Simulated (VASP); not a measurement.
# HfN in VASP: a series of runs

HfN is run at these levels: PBE; tasks: single point.

Program: VASP 6.6.1. These are calculated values, not measurements. Logs are shortened: lines on timing, memory, paths and dates and some standing lists are left out, and cuts for length are marked.

## Step 1: The cell of the first run

Symmetry: Fm-3m, No. 225, cubic system. Conventional cell: a = 4.533 Å, b = 4.533 Å, c = 4.533 Å, α = 90.00°, β = 90.00°, γ = 90.00°. Hf (site symmetry m-3m) has 6 N at 2.27 Å within 3.0 Å. Within 3.0 Å of N (site symmetry m-3m) lie 6 Hf at 2.27 Å.

## Step 2: Single point, PBE

The input, INCAR:

```
SYSTEM = HfN
PREC = Accurate
ENCUT = 520
EDIFF = 1E-6
ISMEAR = 0
SIGMA = 0.05
LREAL = .FALSE.
LASPH = .TRUE.
NELM = 80
ALGO = Normal
ISIF = 2
LWAVE = .FALSE.
LCHARG = .FALSE.
GGA = PE
NBANDS = 14
```

The input, KPOINTS:

```
Automatic mesh
0
G
  14 14 14
  0 0 0
```

The input, POSCAR:

```
HfN
1.0
    0.0000000000      2.2665065634      2.2665065634
    2.2665065634      0.0000000000      2.2665065634
    2.2665065634      2.2665065634      0.0000000000
Hf N
1 1
Direct
    0.5000000000      0.5000000000      0.5000000000
    0.0000000000      0.0000000000      0.0000000000
```

Potentials or basis: VASP PAW PBE potentials, release 64 (Hf_pv, N).

Started as:

```console
$ cat potpaw_PBE.64/Hf_pv/POTCAR potpaw_PBE.64/N/POTCAR > POTCAR
$ mpirun -np 1 vasp_std > vasp.out
```

OUTCAR:

```text
SYSTEM = HfN
   PREC = Accurate
   ENCUT = 520
   EDIFF = 1E-6
   ISMEAR = 0
   LREAL = .FALSE.
   LASPH = .TRUE.
   NELM = 80
   ISIF = 2
   GGA = PE

 ion  position               nearest neighbor table
   1  0.500  0.500  0.500-   2 2.27   2 2.27   2 2.27   2 2.27   2 2.27   2 2.27
   2  0.000  0.000  0.000-   1 2.27   1 2.27   1 2.27   1 2.27   1 2.27   1 2.27

  LATTYP: Found a face centered cubic cell.
 ALAT       =     4.5330131268

  Lattice vectors:

 A1 = (   0.0000000000,   2.2665065634,   2.2665065634)
 A2 = (   2.2665065634,   0.0000000000,   2.2665065634)
 A3 = (   2.2665065634,   2.2665065634,   0.0000000000)

Analysis of symmetry for initial positions (statically):
=====================================================================
 Subroutine PRICEL returns:
 Original cell was already a primitive cell.

 Routine SETGRP: Setting up the symmetry group for a
 face centered cubic supercell.

 Subroutine GETGRP returns: Found 48 space group operations
 (whereof 48 operations were pure point group operations)
 out of a pool of 48 trial point group operations.

The static configuration has the point symmetry O_h .

Analysis of symmetry for dynamics (positions and initial velocities):
=====================================================================
 Subroutine PRICEL returns:
 Original cell was already a primitive cell.

 Routine SETGRP: Setting up the symmetry group for a
 face centered cubic supercell.

 Subroutine GETGRP returns: Found 48 space group operations
 (whereof 48 operations were pure point group operations)
 out of a pool of 48 trial point group operations.

The dynamic configuration has the point symmetry O_h .

 Subroutine INISYM returns: Found 48 space group operations
 (whereof 48 operations are pure point group operations),
 and found     1 'primitive' translations

----------------------------------------------------------------------------------------

                                     Primitive cell

  volume of cell :      23.2863

  direct lattice vectors                    reciprocal lattice vectors
     0.000000000  2.266506563  2.266506563    -0.220603817  0.220603817  0.220603817
     2.266506563  0.000000000  2.266506563     0.220603817 -0.220603817  0.220603817
     2.266506563  2.266506563  0.000000000     0.220603817  0.220603817 -0.220603817

  length of vectors
     3.205324321  3.205324321  3.205324321     0.382097020  0.382097020  0.382097020

  position of ions in fractional coordinates (direct lattice)
     0.500000000  0.500000000  0.500000000
     0.000000000  0.000000000  0.000000000

  ion indices of the primitive-cell ions
   primitive index   ion index
                 1           1
                 2           2

----------------------------------------------------------------------------------------

 KPOINTS: Automatic mesh

Automatic generation of k-mesh.
 Grid dimensions read from file:
 generate k-points for:   14   14   14

 Generating k-lattice:

  Cartesian coordinates                     Fractional coordinates (reciprocal lattice)
    -0.015757416  0.015757416  0.015757416     0.071428571  0.000000000  0.000000000
     0.015757416 -0.015757416  0.015757416     0.000000000  0.071428571  0.000000000
     0.015757416  0.015757416 -0.015757416     0.000000000  0.000000000  0.071428571

  Length of vectors
     0.027292644  0.027292644  0.027292644

  Shift w.r.t. Gamma in fractional coordinates (k-lattice)
     0.000000000  0.000000000  0.000000000

 Subroutine IBZKPT returns following result:
 ===========================================

 Found    104 irreducible k-points:

 Following reciprocal coordinates:
            Coordinates               Weight
  0.000000  0.000000  0.000000      1.000000
  0.071429  0.000000  0.000000      8.000000
  0.142857  0.000000  0.000000      8.000000
  0.214286  0.000000  0.000000      8.000000
  0.285714  0.000000  0.000000      8.000000
  0.357143  0.000000  0.000000      8.000000
[... 16 lines left out ...]
  0.214286  0.142857  0.000000     24.000000
  0.285714  0.142857  0.000000     24.000000
 [... further k-points ...]
   k-points           NKPTS =    104   k-points in BZ     NKDIM =    104   number of bands    NBANDS=     14
   number of dos      NEDOS =    301   number of ions     NIONS =      2
   total plane-waves  NPLWV =  13824
   dimension x,y,z NGX =    24 NGY =   24 NGZ =   24
   dimension x,y,z NGXF=    48 NGYF=   48 NGZF=   48
   ions per type =               1   1
   NGX,Y,Z   is equivalent  to a cutoff of  12.45, 12.45, 12.45 a.u.
   NGXF,Y,Z  is equivalent  to a cutoff of  24.90, 24.90, 24.90 a.u.
 SYSTEM =  HfN
   PREC   = accura    normal or accurate (medium, high low for compatibility)
   ISTART =      0    job   : 0-new  1-cont  2-samecut
   ICHARG =      2    charge: 1-file 2-atom 10-const
   ISPIN  =      1    spin polarized calculation?
   LNONCOLLINEAR =      F non collinear calculations
   LSORBIT =      F    spin-orbit coupling
   LASPH  =      T    aspherical Exc in radial PAW
   ENCUT  =  520.0 eV  38.22 Ry    6.18 a.u.   5.96  5.96  5.96*2*pi/ulx,y,z
   NELM   =     80;   NELMIN=  2; NELMDL= -5     # of ELM steps
   EDIFF  = 0.1E-05   stopping-criterion for ELM
   LREAL  =      F    real-space projection
   EDIFFG = 0.1E-04   stopping-criterion for IOM
   NSW    =      0    number of steps for IOM
   IBRION =     -1    ionic relax: 0-MD 1-quasi-New 2-CG
   NFREE  =      0    steps in history (QN), initial steepest desc. (CG)
   ISIF   =      2    stress and relaxation
   ISYM   =      2    0-nonsym 1-usesym 2-fastsym
   POTIM  = 0.5000    time-step for ionic-motion
   TEBEG  =    0.0;   TEEND  =   0.0 temperature during run
   PSTRESS=    0.0 pullay stress
   NELECT =      15.0000    total number of electrons
   NUPDOWN=      -1.0000    fix difference up-down
   EMIN   =  10.00;   EMAX   =-10.00  energy-range for DOS
   EFERMI =   0.00;   METHOD = LEGACY
   ISMEAR =     0;   SIGMA  =   0.05  broadening in eV -4-tet -1-fermi 0-gaus
   EFERMI_NEDOS =   21; number of points for ismear=-14 and -15
   IALGO  =     38    algorithm
   IMIX   =      4    mixing-type and parameters
     AMIX     =   0.40;   BMIX     =  1.00
     AMIX_MAG =   1.60;   BMIX_MAG =  1.00
  volume/ion in A,a.u.               =      11.64        78.57
  Fermi-wavevector in a.u.,A,eV,Ry     =   1.413855  2.671799 27.197863  1.998987
  Thomas-Fermi vector in A             =   2.535458
   LORBIT       =      0    0 simple, 1 ext, 2 COOP (PROOUT), +10 PAW based schemes
   GGA     = PE    functional components
   LHFCALC =     F    Hartree Fock is set to
   AEXX    =    0.0000 exact exchange contribution
   IVDW    =     0    specifies the selected vdW correction
   LEPSILON=     F    determine dielectric tensor
   LRPA    =     F    only Hartree local field effects (RPA)
 non-spin polarized calculation
 Gauss-broadening in eV      SIGMA  =   0.05
  energy-cutoff  :      520.00
  volume of cell :       23.29
 maximum number of plane-waves:       637
   NGX = 11   NGY = 11   NGZ = 11

 number of electron      15.0000000 magnetization

 Free energy of the ion-electron system (eV)
  ---------------------------------------------------
  ext. energy  EPLUGINS =         0.00000000
  ---------------------------------------------------
  free energy    TOTEN  =       -21.75412068 eV

  energy without entropy =      -21.75305097  energy(sigma->0) =      -21.75358583

 E-fermi :   8.2948     XC(G=0): -12.6800

 val. band max:        8.2724015348   @ k =   0.5000   0.2143   0.0000
 cond. band min:       8.3107699945   @ k =   0.1429   0.0000   0.0000
 fundamental gap:      0.0383684597
 Fermi energy:         8.2948256393

 k-point     1 :       0.0000    0.0000    0.0000
  band No.  band energies     occupation
      1     -22.8960      2.00000
      2     -22.8960      2.00000
      3     -22.8960      2.00000
      4      -9.1536      2.00000
      5       5.2817      2.00000
      6       5.2817      2.00000
      7       5.2817      2.00000
      8       7.9552      2.00000
      9       7.9552      2.00000
     10       7.9552      2.00000
     11       9.9989      0.00000
     12      10.2411      0.00000
     13      10.2411      0.00000
     14      17.8366      0.00000

 k-point     2 :       0.0714    0.0000    0.0000
  band No.  band energies     occupation
      1     -22.9463      2.00000
      2     -22.9003      2.00000
      3     -22.9003      2.00000
      4      -9.0385      2.00000
      5       4.7671      2.00000
      6       4.9861      2.00000
      7       4.9861      2.00000
      8       8.0900      2.00000
      9       8.1268      2.00000
     10       8.1268      2.00000
     11      10.3785      0.00000
     12      10.6284      0.00000
     13      10.6284      0.00000
     14      18.2313      0.00000

 k-point     3 :       0.1429    0.0000    0.0000
  band No.  band energies     occupation
      1     -23.0840      2.00000
      2     -22.9121      2.00000
      3     -22.9121      2.00000
      4      -8.7117      2.00000
      5       3.6753      2.00000
      6       4.3366      2.00000
      7       4.3366      2.00000
      8       8.3108      0.65201
      9       8.5713      0.00000
     10       8.5713      0.00000
     11      11.2971      0.00000
     12      11.6052      0.00000
     13      11.6052      0.00000
     14      19.2993      0.00000

 k-point     4 :       0.2143    0.0000    0.0000
  band No.  band energies     occupation
      1     -23.2758      2.00000
      2     -22.9290      2.00000
      3     -22.9290      2.00000
      4      -8.2247      2.00000
      5       2.4649      2.00000
      6       3.6328      2.00000
      7       3.6328      2.00000
      8       8.6242      0.00000
      9       9.2265      0.00000
     10       9.2265      0.00000
     11      12.3658      0.00000
     12      12.8742      0.00000
     13      12.8742      0.00000
     14      20.4652      0.00000

 k-point     5 :       0.2857    0.0000    0.0000
  band No.  band energies     occupation
      1     -23.4799      2.00000
      2     -22.9476      2.00000
      3     -22.9476      2.00000
      4      -7.6522      2.00000
      5       1.3266      2.00000
      6       3.0168      2.00000
      7       3.0168      2.00000
      8       9.1348      0.00000
      9      10.0434      0.00000
     10      10.0434      0.00000
     11      13.2646      0.00000
[... 276 lines left out ...]
 k-point    22 :       0.1429    0.1429    0.0000
  band No.  band energies     occupation
      1     -23.0720      2.00000
      2     -22.9526      2.00000
      3     -22.9526      2.00000
      4      -8.6174      2.00000
      5       2.8979      2.00000
      6       4.7353      2.00000
      7       4.7353      2.00000
      8       7.0320      2.00000
      9       9.4936      0.00000
     10       9.4936      0.00000
     11      10.5199      0.00000
     12      10.5731      0.00000
     13      13.5530      0.00000
     14      19.7581      0.00000

 k-point    23 :       0.2143    0.1429    0.0000
  band No.  band energies     occupation
      1     -23.1938      2.00000
      2     -22.9793      2.00000
      3     -22.9699      2.00000
      4      -8.3204      2.00000
      5       2.2228      2.00000
      6       4.2760      2.00000
      7       4.4212      2.00000
      8       6.9434      2.00000
      9      10.0510      0.00000
     10      10.1022      0.00000
     11      11.1009      0.00000
     12      11.1288      0.00000
     13      14.6858      0.00000
     14      20.4679      0.00000

 k-point    24 :       0.2857    0.1429    0.0000
  band No.  band energies     occupation
      1     -23.3604      2.00000
      2     -23.0034      2.00000
      3     -22.9889      2.00000
      4      -7.9191      2.00000
      5       1.5879      2.00000
      6       3.5308      2.00000
      7       3.9053      2.00000
      8       7.2577      2.00000
      9      10.6621      0.00000
     10      10.7845      0.00000
     11      12.0563      0.00000
     12      12.1859      0.00000
     13      15.6903      0.00000
     14      20.4627      0.00000

 [... further k-points ...]
[... 5 lines left out ...]
  --------------------------------------------------------------------------------------
  -------------------------------------------------------------------------------------
  Total        0.0383541      0.0383541      0.0383541      0.0000000      0.0000000      0.0000000
  in kB        2.6388919      2.6388919      2.6388919      0.0000000      0.0000000      0.0000000
  external PRESSURE =       2.6388919 kB  Pullay stress =       0.0000000 kB

 VOLUME and BASIS-vectors are now :
 -----------------------------------------------------------------------------
  energy-cutoff  :      520.00
  volume of cell :       23.29
      direct lattice vectors                 reciprocal lattice vectors
     0.000000000  2.266506563  2.266506563    -0.220603817  0.220603817  0.220603817
     2.266506563  0.000000000  2.266506563     0.220603817 -0.220603817  0.220603817
     2.266506563  2.266506563  0.000000000     0.220603817  0.220603817 -0.220603817

 POSITION                                       TOTAL-FORCE (eV/Angst)
 -----------------------------------------------------------------------------------
      2.26651      2.26651      2.26651        -0.000000      0.000000     -0.000000
      0.00000      0.00000      0.00000         0.000000     -0.000000      0.000000
 -----------------------------------------------------------------------------------
    total drift:                                0.000000     -0.000000     -0.000000

  FREE ENERGIE OF THE ION-ELECTRON SYSTEM (eV)
  ---------------------------------------------------
  free  energy   TOTEN  =       -21.7541206842 eV

  energy  without entropy=      -21.7530509674  energy(sigma->0) =      -21.75358583
```

Wall time 26 s (1 thread of Intel Xeon Platinum 8259CL at 2.50GHz (Skylake/Cascade Lake), shared host); peak memory 0.16 GiB.

What came out:

```yaml
Free_energy: -21.7541 eV
Pressure: 0.3 GPa
```

Caveat: spin-orbit coupling is left out, which moves the levels of the heavy elements.

## Step 3: Single point, PBE

This run uses another cell than the first one: it holds 16 atoms, not 2.

The input, INCAR:

```
  PREC = Accurate
  ENCUT = 520
  EDIFF = 1E-6
  ISMEAR = 0
  SIGMA = 0.05
  LREAL = Auto
  LASPH = T
  NELM = 100
  ALGO = Normal
  ISIF = 2
  LWAVE = F
  LCHARG = F
  GGA = PE
  NBANDS = 74
```

The input, KPOINTS:

```
regular mesh
0
Gamma
  4 4 4
```

The input, POSCAR:

```
HfN
1.0
    0.0000000000      4.5478638592      4.5478638592
    4.5478638592      0.0000000000      4.5478638592
    4.5478638592      4.5478638592      0.0000000000
Hf N
8 8
Direct
    0.2500000000      0.2500000000      0.2500000000
    0.2500000000      0.2500000000      0.7500000000
    0.2500000000      0.7500000000      0.2500000000
    0.2500000000      0.7500000000      0.7500000000
    0.7500000000      0.2500000000      0.2500000000
    0.7500000000      0.2500000000      0.7500000000
    0.7500000000      0.7500000000      0.2500000000
    0.7500000000      0.7500000000      0.7500000000
    0.0000000000      0.0000000000      0.0000000000
    0.0000000000      0.0000000000      0.5000000000
    0.0000000000      0.5000000000      0.0000000000
    0.0000000000      0.5000000000      0.5000000000
    0.5000000000      0.0000000000      0.0000000000
    0.5000000000      0.0000000000      0.5000000000
    0.5000000000      0.5000000000      0.0000000000
    0.5000000000      0.5000000000      0.5000000000
```

Potentials or basis: VASP PAW PBE potentials, release 64 (Hf_pv, N).

Started as:

```console
$ cat potpaw_PBE.64/Hf_pv/POTCAR potpaw_PBE.64/N/POTCAR > POTCAR
$ mpirun -np 1 vasp_std > vasp.out
```

It took 5.1 min on 1 thread of Intel Xeon Platinum 8259CL at 2.50GHz (Skylake/Cascade Lake), shared host; peak memory 0.36 GiB.

The run converged. Its results:

```yaml
Free_energy: -173.9344 eV
Pressure: -2.1 GPa
Band_gap_on_the_k_mesh: zero (band 60 reaches 9.31 eV, above the bottom of band 61 at 7.57 eV)
```

Levels at points of the mesh, in eV from the Fermi level:
| k point | band 58 | band 59 | band 60 | band 61 | band 62 | band 63 |
| --- | --- | --- | --- | --- | --- | --- |
| (0.00, 0.00, 0.00) | -2.98 | -2.98 | -0.33 | -0.33 | -0.33 | 1.62 |
| (0.50, 0.00, 0.00) | -0.63 | -0.63 | -0.63 | -0.63 | -0.63 | 0.55 |
| (0.50, 0.50, 0.00) | -2.37 | 1.11 | 1.11 | 1.11 | 1.11 | 1.74 |

Caveat: spin-orbit coupling is left out, which moves the levels of the heavy elements.

## Step 4: Single point, PBE

This run uses another cell than the first one: it holds 16 atoms, not 2.

The input, INCAR:

```
ALGO     = Normal         # electronic algorithm
EDIFF    = 1E-6           # SCF threshold, eV
ENCUT    = 520            # plane-wave cutoff, eV
GGA      = PE             # functional
ISIF     = 2              # what is computed and relaxed
ISMEAR   = 0              # smearing method
LASPH    = True           # aspherical terms in the spheres
LCHARG   = True           # write CHGCAR
LELF     = True           # ELF
LREAL    = Auto         
LVHAR    = True         
LWAVE    = False          # write WAVECAR
NBANDS   = 74             # bands
NELM     = 60             # most SCF steps
PREC     = Accurate       # precision mode
SIGMA    = 0.05           # smearing width, eV
```

The input, KPOINTS:

```
k-points
0
Gamma
  4 4 4
```

The input, POSCAR:

```
HfN
1.0
   -0.0001741382      4.5490526960      4.5490502766
    4.5489951475     -0.0001195362      4.5489956746
    4.5490600662      4.5490630127     -0.0001844549
Hf N
8 8
Direct
    0.2533623919      0.2499353910      0.2454982741
    0.2533674081      0.2499422087      0.7454575128
    0.2533476012      0.7499407687      0.2454852345
    0.2533719055      0.7499479080      0.7454675922
    0.7533085119      0.2499524227      0.2454987721
    0.7533337483      0.2499591584      0.7454861890
    0.7533127210      0.7499590245      0.2455107871
    0.7533212785      0.7499637707      0.7454691693
    0.0033408020     -0.0000499915     -0.0045175601
    0.0033378610     -0.0000457354      0.4954860403
    0.0033444243      0.4999478213     -0.0045165098
    0.0033371993      0.4999552551      0.4954845393
    0.5033427726     -0.0000456760     -0.0045210185
    0.5033442473     -0.0000533765      0.4954843768
    0.5033409606      0.4999470138     -0.0045165263
    0.5033418174      0.4999492391      0.4954862652
```

Started as:

```console
$ cat potpaw_PBE.64/Hf_pv/POTCAR potpaw_PBE.64/N/POTCAR > POTCAR
$ mpirun -np 1 vasp_std > vasp.out
```

Wall time 20 min (1 thread of Intel Xeon Platinum 8259CL at 2.50GHz (Skylake/Cascade Lake), shared host); peak memory 0.5 GiB.

Results (log left out):

| Property | Result |
| --- | --- |
| Free energy | -173.9322 eV |
| Pressure | -2.4 GPa |
| Band gap on the k mesh | zero (band 60 reaches 9.30 eV, above the bottom of band 61 at 7.57 eV) |

Levels at points of the mesh, in eV from the Fermi level:
```
           k point  band 57  band 58  band 59  band 60  band 61  band 62  band 63  band 64
(0.00, 0.00, 0.00)    -2.98    -2.98    -2.98    -0.33    -0.33    -0.33     1.61     1.92
(0.50, 0.00, 0.00)    -0.63    -0.63    -0.63    -0.62    -0.62    -0.62     0.55     0.55
(0.00, 0.00, 0.50)    -0.63    -0.63    -0.63    -0.62    -0.62    -0.62     0.55     0.55
(0.00, 0.50, 0.00)    -0.63    -0.63    -0.63    -0.62    -0.62    -0.62     0.55     0.55
(0.50, 0.50, 0.00)    -2.37    -2.37     1.11     1.11     1.11     1.11     1.74     1.74
(0.00, 0.50, 0.50)    -2.37    -2.37     1.11     1.11     1.11     1.11     1.74     1.74
(0.50, 0.00, 0.50)    -2.37    -2.37     1.11     1.11     1.11     1.11     1.74     1.74
(0.50, 0.50, 0.50)    -0.63    -0.63    -0.62    -0.62    -0.62    -0.62     0.55     0.55
```

Caveat: spin-orbit coupling is left out, which moves the levels of the heavy elements.

## Step 5: Summary

| cell | k mesh | gap on the mesh (eV) | pressure (GPa) |
| --- | --- | --- | --- |
| a = 3.205 Å, angles 60.0°, 2 atoms | 14 × 14 × 14 | none | 0.3 |
| a = 6.432 Å, angles 60.0°, 16 atoms | 4 × 4 × 4 | none | -2.1 |
| a = 6.433 Å, angles 60.0°, 16 atoms | 4 × 4 × 4 | none | -2.4 |

Alike in all rows: task single point; level PBE; potentials or basis VASP PAW PBE potentials, release 64 (Hf_pv, N); no spin polarisation; cutoff (eV) 520; smearing gaussian 0.05 eV.

Caveats: spin-orbit coupling is left out, which moves the levels of the heavy elements.

Total energies depend on the potentials used, so only differences within one code and one set of settings carry meaning.
